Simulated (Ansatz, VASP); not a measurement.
## Two plane-wave programs on MgSnO4

The input INCAR:

```
ALGO = Normal
EDIFF = 1E-7
EDIFFG = -0.04
ENCUT = 600
GGA = PE
IBRION = 2
ISIF = 3
ISMEAR = 0
LASPH = T
LCHARG = F
LREAL = F
LWAVE = F
NELM = 80
NSW = 90
PREC = Accurate
SIGMA = 0.1
```

KPOINTS

```
k-points
0
Gamma
  6 6 4
```

The input POSCAR:

```
MgSnO4
1.0
    3.2876321600      0.0000000000      0.0000000000
   -1.6438160800      2.8471729700      0.0000000000
    0.0000000000      0.0000000000      7.2999408800
Mg Sn O
1 1 4
Direct
    0.0000000000      0.0000000000      0.5000000000
    0.0000000000      0.0000000000      0.0000000000
    0.6666666700      0.3333333300      0.2336920100
    0.3333333300      0.6666666700      0.7663079900
    0.3333333300      0.6666666700      0.2336920100
    0.6666666700      0.3333333300      0.7663079900
```

Input for Ansatz:

```yaml
crystal:
  lattice:
    - [3.28763216, 0.0, 0.0]
    - [-1.64381608, 2.84717297, 0.0]
    - [0.0, 0.0, 7.29994088]
  atoms:
    - { symbol: Mg, position: [0.0, 0.0, 0.5] }
    - { symbol: Sn, position: [0.0, 0.0, 0.0] }
    - { symbol: O, position: [0.66666667, 0.33333333, 0.23369201] }
    - { symbol: O, position: [0.33333333, 0.66666667, 0.76630799] }
    - { symbol: O, position: [0.33333333, 0.66666667, 0.23369201] }
    - { symbol: O, position: [0.66666667, 0.33333333, 0.76630799] }
basis:
  ecutwfc: 420
kpoints:
  mp_grid: { grid: [6, 6, 4] }
hamiltonian:
  xc: pbe
scf:
  occupations: { method: gaussian, width: 0.1 }
  lower_state_search: "off"
output:
  forces: true
  stress: true
  eigenvalues: true
relax:
  adjacent_minimum: "off"
  f_tol: 0.04
  max_steps: 70
  cell: { stress_tol: 0.4 }
```

Change from the starting cell: species swapped into the MgAlB4 type (P6/mmm, No. 191).

Alike in both runs: task relaxation of cell and atoms; functional PBE; k mesh 6 × 6 × 4; occupations gaussian, width 0.1 eV; no spin polarisation.

|  | VASP | Ansatz |
| --- | --- | --- |
| version | VASP 6.6.1 | Ansatz 0.2.0 |
| potentials or method | VASP PAW PBE potentials, release 64 (Mg, Sn_d, O), cutoff 600 eV | scalar-relativistic, plane waves, PAW |
| valence electrons in the cell | 40 | 48 |

```csv
,VASP,Ansatz,Ansatz less VASP
"gap on the k mesh at the Fermi level, each at its own relaxed structure (eV)",none,none,-
relaxed volume (Å³/atom),11.32,11.38,+0.059
relaxed length of the cell vector where the two differ most in proportion (Å),3.617,3.623,+0.0066
```

A gap of «none» marks a metal or a gap that the smearing closes. VASP's potentials hold 40 valence electrons a cell and Ansatz's 48, so a difference there can come from the potentials and not from the codes.

The k mesh is coarse, so the values compare programs but aren't converged.
